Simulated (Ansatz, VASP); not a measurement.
**One calculation of Zn3PbN, two programs**

```
CELL_PARAMETERS angstrom
5.22077 0.00000 0.00000
0.00000 5.22077 0.00000
0.00000 0.00000 5.22077
ATOMIC_POSITIONS crystal
Zn 0.00000 0.50000 0.50000
Zn 0.50000 0.00000 0.50000
Zn 0.50000 0.50000 0.00000
Pb 0.50000 0.50000 0.50000
N 0.00000 0.00000 0.00000
```

Alike in both runs: task relaxation of cell and atoms; functional PBE; k mesh 8 × 8 × 8; occupations gaussian, width 0.1 eV; no spin polarisation.

```csv
,VASP,Ansatz
version,VASP 6.6.1,Ansatz 0.2.0
potentials or method,"VASP PAW PBE potentials, release 64 (Zn, Pb_d, N), cutoff 600 eV","scalar-relativistic, plane waves, PAW"
valence electrons in the cell,55,55
```

```csv
,VASP,Ansatz,Ansatz less VASP
"gap on the k mesh at the Fermi level, each at its own relaxed structure (eV)",none,none,-
relaxed volume (Å³/atom),28.86,28.83,-0.037
relaxed length of the cell vector where the two differ most in proportion (Å),5.245,5.243,-0.0022
```

A gap of «none» marks a metal or a gap that the smearing closes.

Spin-orbit coupling is off throughout.
